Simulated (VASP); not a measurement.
Crystal: CdSe.

```
CELL_PARAMETERS angstrom
4.38338 0.00000 0.00000
-2.19169 3.79612 0.00000
0.00000 0.00000 7.15355
ATOMIC_POSITIONS crystal
Cd 0.33333 0.66667 0.00458
Cd 0.66667 0.33333 0.50458
Se 0.33333 0.66667 0.38042
Se 0.66667 0.33333 0.88042
```

| Item | Value |
| --- | --- |
| Program | VASP 6.6.1 |
| Task | relaxation of cell and atoms |
| Functional | r2SCAN |
| Potentials or basis | VASP PAW PBE potentials, release 64 (Cd, Se) |
| Cutoff | 600 eV |
| k mesh | 6 × 6 × 4 |
| Occupations | fermi-dirac, width 0.02 eV |
| Spin | no spin polarisation |

At the start: pressure -1.3 GPa; volume 29.76 Å³/atom.

**Question.** How do energy, volume and symmetry change on relaxing?

**Answer.** Over 3 steps the energy falls by 3.3 meV/atom and the volume is 28.97 Å³/atom (-2.6 %); space group P6_3mc (No. 186, to 0.1 Å) before and after.

Step by step:
| step | energy change (eV) | largest force (eV/Å) | pressure (GPa) | volume (Å³) |
| --- | --- | --- | --- | --- |
| 1 | 0.0000 | 0.0010 | -1.29 | 119.03 |
| 2 | -0.0118 | 0.0008 | 0.43 | 114.94 |
| 3 | -0.0130 | 0.0008 | 0.00 | 115.89 |

Final structure:
```xyz
4
Lattice="4.3450 0.0000 0.0000 -2.1725 3.7629 0.0000 0.0000 0.0000 7.0880" Properties=species:S:1:pos:R:3 pbc="T T T"
Cd    0.0000    2.5086    0.0325
Cd    2.1725    1.2543    3.5765
Se    0.0000    2.5086    2.6964
Se    2.1725    1.2543    6.2404
```

Caveat: the PAW data sets were made with another functional, which shifts forces and pressure a little.
